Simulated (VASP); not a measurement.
# Ti (P6/mmm) in VASP: notebook, part 2 of 2

VASP 6.6.1. The steps go on from the part before.

### Step 3. Single point, LDA

The input, INCAR:

```
PREC = Accurate
ENCUT = 520
EDIFF = 1E-7
ISMEAR = -1
SIGMA = 0.1
LREAL = F
LASPH = T
NELM = 100
ALGO = Normal
ISIF = 2
LWAVE = F
LCHARG = T
GGA = CA
LELF = T
LVHAR = T
NBANDS = 25
```

The input, KPOINTS:

```
Automatic mesh
0
Gamma
  10 10 13
```

The input, POSCAR:

```
Ti
1.0
    3.7906738092      0.0000000000      0.0000000000
   -1.8953369046      3.2828198162      0.0000000000
    0.0000000000      0.0000000000      2.3341637671
Ti
3
Direct
    0.0000000000      0.0000000000      0.0000000000
    0.3333333333      0.6666666667      0.5000000000
    0.6666666667      0.3333333333      0.5000000000
```

Potentials or basis: VASP PAW LDA potentials, release 64 (Ti_sv).

The run is started by

```console
> cat potpaw_LDA.64/Ti_sv/POTCAR > POTCAR
> mpirun -np 1 vasp_std > vasp.out
```

OUTCAR:

```text
PREC = Accurate
   ENCUT = 520
   EDIFF = 1E-7
   ISMEAR = -1
   LREAL = F
   LASPH = T
   NELM = 100
   ISIF = 2
   GGA = CA

 ion  position               nearest neighbor table
   1  0.000  0.000  0.000-   2 2.48   3 2.48   2 2.48   3 2.48   2 2.48   2 2.48   3 2.48   3 2.48
                             3 2.48   3 2.48   2 2.48   2 2.48
   2  0.333  0.667  0.500-   3 2.19   3 2.19   3 2.19   1 2.48   1 2.48   1 2.48   1 2.48   1 2.48
                             1 2.48
   3  0.667  0.333  0.500-   2 2.19   2 2.19   2 2.19   1 2.48   1 2.48   1 2.48   1 2.48   1 2.48
                             1 2.48

  LATTYP: Found a hexagonal cell.
 ALAT       =     3.7906738092
 C/A-ratio  =     0.6157648705

  Lattice vectors:

 A1 = (   3.7906738092,   0.0000000000,   0.0000000000)
 A2 = (  -1.8953369046,   3.2828198162,   0.0000000000)
 A3 = (   0.0000000000,   0.0000000000,   2.3341637671)

Analysis of symmetry for initial positions (statically):
=====================================================================
 Subroutine PRICEL returns:
 Original cell was already a primitive cell.

 Routine SETGRP: Setting up the symmetry group for a
 hexagonal supercell.

 Subroutine GETGRP returns: Found 24 space group operations
 (whereof 24 operations were pure point group operations)
 out of a pool of 24 trial point group operations.

The static configuration has the point symmetry D_6h.

Analysis of symmetry for dynamics (positions and initial velocities):
=====================================================================
 Subroutine PRICEL returns:
 Original cell was already a primitive cell.

 Routine SETGRP: Setting up the symmetry group for a
 hexagonal supercell.

 Subroutine GETGRP returns: Found 24 space group operations
 (whereof 24 operations were pure point group operations)
 out of a pool of 24 trial point group operations.

The dynamic configuration has the point symmetry D_6h.

 Subroutine INISYM returns: Found 24 space group operations
[... 109 lines left out ...]
   PSTRESS=    0.0 pullay stress
   NELECT =      36.0000    total number of electrons
   NUPDOWN=      -1.0000    fix difference up-down
   EMIN   =  10.00;   EMAX   =-10.00  energy-range for DOS
   EFERMI =   0.00;   METHOD = LEGACY
   ISMEAR =    -1;   SIGMA  =   0.10  broadening in eV -4-tet -1-fermi 0-gaus
   EFERMI_NEDOS =   21; number of points for ismear=-14 and -15
   IALGO  =     38    algorithm
   IMIX   =      4    mixing-type and parameters
     AMIX     =   0.40;   BMIX     =  1.00
     AMIX_MAG =   1.60;   BMIX_MAG =  1.00
  volume/ion in A,a.u.               =       9.68        65.34
  Fermi-wavevector in a.u.,A,eV,Ry     =   1.758507  3.323096 42.073927  3.092346
  Thomas-Fermi vector in A             =   2.827652
   LORBIT       =      0    0 simple, 1 ext, 2 COOP (PROOUT), +10 PAW based schemes
   GGA     = CA    functional components
   LHFCALC =     F    Hartree Fock is set to
   AEXX    =    0.0000 exact exchange contribution
   IVDW    =     0    specifies the selected vdW correction
   LEPSILON=     F    determine dielectric tensor
   LRPA    =     F    only Hartree local field effects (RPA)
 non-spin polarized calculation
  energy-cutoff  :      520.00
  volume of cell :       29.05
 maximum number of plane-waves:       796
   NGX = 15   NGY = 15   NGZ =  9

 number of electron      36.0000002 magnetization

 Free energy of the ion-electron system (eV)
  ---------------------------------------------------
  ext. energy  EPLUGINS =         0.00000000
  ---------------------------------------------------
  free energy    TOTEN  =       -20.03862594 eV

  energy without entropy =      -19.95155918  energy(sigma->0) =      -19.99509256

 E-fermi :  15.6232     XC(G=0): -14.8827

 val. band max:       15.6209594353   @ k =   0.4000   0.0000   0.1538
 cond. band min:      15.6255554043   @ k =   0.3000   0.0000   0.4615
 fundamental gap:      0.0045959690
 Fermi energy:        15.6231745627

 k-point     1 :       0.0000    0.0000    0.0000
  band No.  band energies     occupation
      1     -40.3806      2.00000
      2     -39.1990      2.00000
      3     -38.8109      2.00000
      4     -17.5158      2.00000
      5     -17.5158      2.00000
      6     -16.9843      2.00000
[... 661 lines left out ...]
     24      19.5826      0.00000
     25      20.5594      0.00000

 [... further k-points ...]
[... 5 lines left out ...]
  --------------------------------------------------------------------------------------
  -------------------------------------------------------------------------------------
  Total       25.4126192     25.4126192     25.3607812      0.0000000      0.0000000      0.0000000
  in kB     1401.7327729   1401.7327729   1398.8734457      0.0000000      0.0000000      0.0000000
  external PRESSURE =    1400.7796638 kB  Pullay stress =       0.0000000 kB

 VOLUME and BASIS-vectors are now :
 -----------------------------------------------------------------------------
  energy-cutoff  :      520.00
  volume of cell :       29.05
      direct lattice vectors                 reciprocal lattice vectors
     3.790673809  0.000000000  0.000000000     0.263805342  0.152308085  0.000000000
    -1.895336905  3.282819816  0.000000000     0.000000000  0.304616170  0.000000000
     0.000000000  0.000000000  2.334163767     0.000000000  0.000000000  0.428418954

 POSITION                                       TOTAL-FORCE (eV/Angst)
 -----------------------------------------------------------------------------------
      0.00000      0.00000      0.00000         0.000000     -0.000000      0.000000
     -0.00000      2.18855      1.16708         0.000000      0.000000      0.000000
      1.89534      1.09427      1.16708        -0.000000     -0.000000      0.000000
 -----------------------------------------------------------------------------------
    total drift:                               -0.000000      0.000000     -0.000000

  FREE ENERGIE OF THE ION-ELECTRON SYSTEM (eV)
  ---------------------------------------------------
  free  energy   TOTEN  =       -20.0386259425 eV

  energy  without entropy=      -19.9515591837  energy(sigma->0) =      -19.99509256
```

stdout:

```text
POSCAR found type information on POSCAR Ti
 POSCAR found :  1 types and       3 ions
 scaLAPACK will be used
 LDA part: xc-table for (Slater(with rela. corr.)+CA(PZ))
 , standard interpolation
 POSCAR, INCAR and KPOINTS ok, starting setup
 FFT: planning ... GRIDC
 FFT: planning ... GRID_SOFT
 FFT: planning ... GRID
 WAVECAR not read
 entering main loop
```

Run time: 2 min. Hardware: 1 thread of Intel Xeon 8259CL, shared host; peak memory 0.16 GiB.

What came out:

```
Free energy            : -20.0386 eV
Pressure               : 140.1 GPa
Band gap on the k mesh : zero (band 18 reaches 16.20 eV, above the bottom of band 19 at 15.03 eV)
```

Stress tensor (GPa, compression positive):
```
140.17   0.00   0.00
  0.00 140.17   0.00
  0.00   0.00 139.89
```

### Step 4. Relaxation of cell and atoms, LDA, target pressure 140 GPa, at which the enthalpy is minimised

The input, INCAR:

```
SYSTEM = Ti
PREC = Accurate
ENCUT = 600
EDIFF = 1E-6
ISMEAR = -1
SIGMA = 0.1
LREAL = .FALSE.
LASPH = .TRUE.
NELM = 80
ALGO = Normal
ISIF = 3
LWAVE = .FALSE.
LCHARG = .FALSE.
IBRION = 2
NSW = 32
EDIFFG = -0.005
PSTRESS = 1400.0
```

The input, KPOINTS:

```
regular mesh
0
G
  10 10 13
  0 0 0
```

The input, POSCAR:

```
Ti
1.0
    3.7900598105      0.0000000000      0.0000000000
   -1.8950299052      3.2822880777      0.0000000000
    0.0000000000      0.0000000000      2.3339407229
Ti
3
Direct
    0.0000000000      0.0000000000      0.0000000000
    0.3333333333      0.6666666667      0.5000000000
    0.6666666667      0.3333333333      0.5000000000
```

The run is started by

```console
> cat potpaw_LDA.64/Ti_sv/POTCAR > POTCAR
> mpirun -np 1 vasp_std > vasp.out
```

It took 3.4 min on 1 thread of AMD EPYC 9R45 (Zen 5), shared host; peak memory 0.15 GiB.

Results (log left out):

| Item | Value |
| --- | --- |
| Free energy | -20.0299 eV |
| Relaxed volume | 9.68 Å³/atom |
| Relaxed cell | a = 3.792 Å, b = 3.792 Å, c = 2.332 Å, α = 90.00°, β = 90.00°, γ = 120.00° |
| Space group after relaxing (to 0.05 Å) | P6/mmm (No. 191) |
| Energy change on relaxing (the enthalpy is what falls) | -1.0 meV/atom |
| Ionic steps | 14 |
| Pressure after relaxing | 140.0 GPa |
| Band gap on the k mesh | zero (band 18 reaches 16.21 eV, above the bottom of band 19 at 15.03 eV) |

The path:
| step | energy change (eV) | largest force (eV/Å) | pressure (GPa) | volume (Å³) |
| --- | --- | --- | --- | --- |
| 1 | 0.0000 | 0.0000 | 140.42 | 29.03 |
| 2 | -0.0918 | 0.0000 | 138.46 | 29.14 |
| 3 | -0.0164 | 0.0000 | 139.86 | 29.05 |
| 4 | -0.0136 | 0.0000 | 139.94 | 29.05 |
| 5 | -0.0131 | 0.0000 | 139.89 | 29.05 |
| 6 | -0.0065 | 0.0000 | 139.94 | 29.04 |
| 7 | -0.0038 | 0.0000 | 140.09 | 29.04 |
| 8 | -0.0062 | 0.0000 | 140.08 | 29.04 |
| 9 | -0.0064 | 0.0000 | 140.10 | 29.04 |
| 10 | -0.0116 | 0.0000 | 140.02 | 29.05 |
| 11 | -0.0170 | 0.0000 | 139.88 | 29.05 |
| 12 | -0.0156 | 0.0000 | 139.85 | 29.05 |
| 13 | -0.0136 | 0.0000 | 139.89 | 29.05 |
| 14 | -0.0029 | 0.0000 | 140.05 | 29.04 |

Final structure:
```yaml
crystal:
  lattice:
    - [3.79165, 0.00000, 0.00000]
    - [-1.89583, 3.28367, 0.00000]
    - [0.00000, 0.00000, 2.33224]
  atoms:
    - { symbol: Ti, position: [0.00000, 0.00000, 0.00000] }
    - { symbol: Ti, position: [0.33333, 0.66667, 0.50000] }
    - { symbol: Ti, position: [0.66667, 0.33333, 0.50000] }
```

Levels at points of the mesh, in eV from the Fermi level:
```
           k point  band 15  band 16  band 17  band 18  band 19  band 20  band 21  band 22
(0.00, 0.00, 0.00)    -0.32    -0.32    -0.14    -0.14     0.08     0.79     1.95     1.95
(0.50, 0.00, 0.00)    -2.77    -1.46    -1.32    -0.57    -0.35     1.06     1.37     3.35
```

Caveat: the cell is relaxed towards a set pressure, so the enthalpy falls and the energy may rise.

### Step 5. Summary

```tsv
task	cell	cutoff (eV)	gap on the mesh (eV)	pressure (GPa)
single point	a = 3.790, b = 3.790, c = 2.334 Å, angles 90.0, 90.0, 120.0°, 3 atoms	520	none	140.4
single point	a = 3.791, b = 3.791, c = 2.334 Å, angles 90.0, 90.0, 120.0°, 3 atoms	520	none	140.1
relaxation of cell and atoms	relaxed to 140 GPa from a = 3.790, b = 3.790, c = 2.334 Å, angles 90.0, 90.0, 120.0°, 3 atoms	600	none	140.0
```

Alike in all rows: level LDA; potentials or basis VASP PAW LDA potentials, release 64 (Ti_sv); no spin polarisation; k mesh 10 × 10 × 13; smearing fermi-dirac 0.1 eV.

Caveats: the cell is relaxed towards a set pressure, so the enthalpy falls and the energy may rise (some runs).

Total energies depend on the potentials used, so only differences within one code and one set of settings carry meaning.
